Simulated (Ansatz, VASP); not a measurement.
One calculation of BN, two programs

Contents of INCAR:

```
ALGO = Normal ; EDIFF = 1E-6
ENCUT = 520 ; GGA = PE
ISIF = 2 ; ISMEAR = 0
IVDW = 12 ; LASPH = True
LCHARG = False ; LREAL = False
LWAVE = False ; NBANDS = 16
NELM = 60 ; PREC = Accurate
SIGMA = 0.05
```

KPOINTS

```
k-points
0
Gamma
  12 12 4
```

Contents of POSCAR:

```
BN
1.0
    2.7069531544      0.0000000000      0.0000000000
   -1.3534765772      2.3442901985      0.0000000000
    0.0000000000      0.0000000000      6.0874991034
B N
2 2
Direct
    0.3333333333      0.6666666667      0.2500000000
    0.6666666667      0.3333333333      0.7500000000
    0.3333333333      0.6666666667      0.7500000000
    0.6666666667      0.3333333333      0.2500000000
```

Input for Ansatz:

```yaml
crystal:
  lattice:
    - [2.7069531544, 0.0, 0.0]
    - [-1.3534765772, 2.3442901985, 0.0]
    - [0.0, 0.0, 6.0874991034]
  atoms:
    - { symbol: B, position: [0.3333333333, 0.6666666667, 0.25] }
    - { symbol: B, position: [0.6666666667, 0.3333333333, 0.75] }
    - { symbol: "N", position: [0.3333333333, 0.6666666667, 0.75] }
    - { symbol: "N", position: [0.6666666667, 0.3333333333, 0.25] }
basis:
  ecutwfc: 420
kpoints:
  mp_grid: { grid: [12, 12, 4] }
hamiltonian:
  xc: pbe
  dispersion: d3bj
scf:
  occupations: { method: gaussian, width: 0.05 }
output:
  forces: true
  stress: true
  eigenvalues: true
```

Change from the starting cell: strain +0.080 along x and y, -0.080 along z, atoms carried along.

Alike in both runs: task single point; functional PBE; dispersion D3(BJ); k mesh 12 × 12 × 4; occupations gaussian, width 0.05 eV; no spin polarisation.

|  | VASP | Ansatz |
| --- | --- | --- |
| version | VASP 6.6.1 | Ansatz 0.2.0 |
| potentials or method | VASP PAW PBE potentials, release 64 (B, N), cutoff 520 eV | scalar-relativistic, plane waves, PAW |
| valence electrons in the cell | 16 | 16 |

Ansatz gave:

| Quantity | Value |
| --- | --- |
| gap on the k mesh at the Fermi level (eV) | 3.75 |
| least direct gap on the mesh (eV) | 3.89 |
| pressure (GPa) | -41.4 |
| traceless stress, the component that is largest in VASP (GPa) | 43.99 |

Problem. Which values does VASP return?

Solution. gap on the k mesh at the Fermi level (eV): 3.74; least direct gap on the mesh (eV): 3.89; pressure (GPa): -41.4; traceless stress, the component that is largest in VASP (GPa): 43.90.

Both programs put the cell under strong tension, so it lies far from rest at this level.

Noted on VASP's run: the cell as given lies far from equilibrium.
